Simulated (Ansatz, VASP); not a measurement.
## AlN: VASP beside Ansatz

File INCAR:

```
SYSTEM = AlN
PREC = Accurate
ENCUT = 600
EDIFF = 1E-6
ISMEAR = 0
SIGMA = 0.02
LREAL = .False.
LASPH = .True.
NELM = 120
ALGO = Normal
ISIF = 2
LWAVE = .False.
LCHARG = .False.
GGA = PE
NBANDS = 11
GGA_COMPAT = .False.
```

The input KPOINTS:

```
Automatic mesh
0
Gamma
  10 10 10
  0 0 0
```

File POSCAR:

```
AlN
1.0
    0.0000000000      2.2011778557      2.2011778557
    2.2011778557      0.0000000000      2.2011778557
    2.2011778557      2.2011778557      0.0000000000
Al N
1 1
Direct
    0.0000000000      0.0000000000      0.0000000000
    0.7500000000      0.7500000000      0.7500000000
```

Input for Ansatz:

```yaml
crystal:
  lattice:
    - [0.0, 2.2011778557, 2.2011778557]
    - [2.2011778557, 0.0, 2.2011778557]
    - [2.2011778557, 2.2011778557, 0.0]
  atoms:
    - { symbol: Al, position: [0.0, 0.0, 0.0] }
    - { symbol: "N", position: [0.75, 0.75, 0.75] }
basis: {}
kpoints:
  mp_grid: { grid: [10, 10, 10] }
  band_path:
    path:
      - [[0.0, 0.0, 0.0], [-0.5, -0.5, 0.0], [-0.375, -0.375, 0.25]]
      - [[-0.375, 0.0, 0.375], [0.0, 0.0, 0.0], [0.0, 0.0, 0.5], [-0.5, -0.25, 0.25], [-0.5, -0.5, 0.0]]
    npoints: 10
hamiltonian:
  xc: pbe
  pseudopotentials: { kind: nc }
scf:
  occupations: { method: gaussian, width: 0.02 }
  n_extra_bands: 7
output:
  forces: true
  stress: true
  eigenvalues: true
```

Alike in both runs: task single point; functional PBE; k mesh 10 × 10 × 10; occupations gaussian, width 0.02 eV; no spin polarisation.

|  | VASP | Ansatz |
| --- | --- | --- |
| version | VASP 6.6.1 | Ansatz 0.2.0 |
| potentials or method | VASP PAW PBE potentials, release 64 (Al, N) | scalar-relativistic, plane waves, norm-conserving pseudopotentials |
| plane-wave cutoff (eV) | 600 | 1240 |
| valence electrons in the cell | 8 | 8 |

VASP gave:

```
gap on the k mesh at the Fermi level (eV) : 3.31
least direct gap on the mesh (eV)         : 3.99
pressure (GPa)                            : -0.3
```

Question: Which values does Ansatz return?

Answer: gap on the k mesh at the Fermi level (eV): 3.30; least direct gap on the mesh (eV): 3.98; pressure (GPa): 0.0.

With one functional, cell and mesh, what is left measures potentials, basis and numerics.
